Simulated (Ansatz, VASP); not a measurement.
SnMo: VASP beside Ansatz

File INCAR:

```
PREC = Accurate
ENCUT = 600
EDIFF = 1E-6
ISMEAR = 0
SIGMA = 0.1
LREAL = F
LASPH = T
NELM = 60
ALGO = Fast
ISIF = 3
LWAVE = F
LCHARG = F
GGA = PE
IBRION = 2
NSW = 100
EDIFFG = -0.01
```

The input KPOINTS:

```
regular mesh
0
Gamma
  16 16 16
```

Contents of POSCAR:

```
SnMo
1.0
    0.0000000000      3.0815650252      3.0815650252
    3.0815650252      0.0000000000      3.0815650252
    3.0815650252      3.0815650252      0.0000000000
Sn Mo
1 1
Direct
    0.0000000000      0.0000000000      0.0000000000
    0.2500000000      0.2500000000      0.2500000000
```

Input for Ansatz:

```yaml
crystal:
  lattice:
    - [0.0, 3.0815650252, 3.0815650252]
    - [3.0815650252, 0.0, 3.0815650252]
    - [3.0815650252, 3.0815650252, 0.0]
  atoms:
    - { symbol: Sn, position: [0.0, 0.0, 0.0] }
    - { symbol: Mo, position: [0.25, 0.25, 0.25] }
basis:
  ecutwfc: 420
kpoints:
  mp_grid: { grid: [16, 16, 16] }
hamiltonian:
  xc: pbe
scf:
  occupations: { method: gaussian, width: 0.1 }
output:
  forces: true
  stress: true
  eigenvalues: true
relax:
  adjacent_minimum: "off"
  f_tol: 0.01
  max_steps: 80
  cell: { stress_tol: 0.05 }
```

Alike in both runs: task relaxation of cell and atoms; functional PBE; k mesh 16 × 16 × 16; occupations gaussian, width 0.1 eV; no spin polarisation.

```csv
,VASP,Ansatz
version,VASP 6.6.1,Ansatz 0.2.0
potentials or method,"VASP PAW PBE potentials, release 64 (Sn_d, Mo_sv), cutoff 600 eV","scalar-relativistic, plane waves, PAW"
valence electrons in the cell,28,28
```

|  | VASP | Ansatz | Ansatz less VASP |
| --- | --- | --- | --- |
| gap on the k mesh at the Fermi level, each at its own relaxed structure (eV) | none | none | - |
| relaxed volume (Å³/atom) | 29.32 | 29.31 | -0.016 |
| relaxed cell length with the largest relative difference (Å) | 4.361 | 4.360 | -0.0008 |

A gap of «none» marks a metal or a gap that the smearing closes.
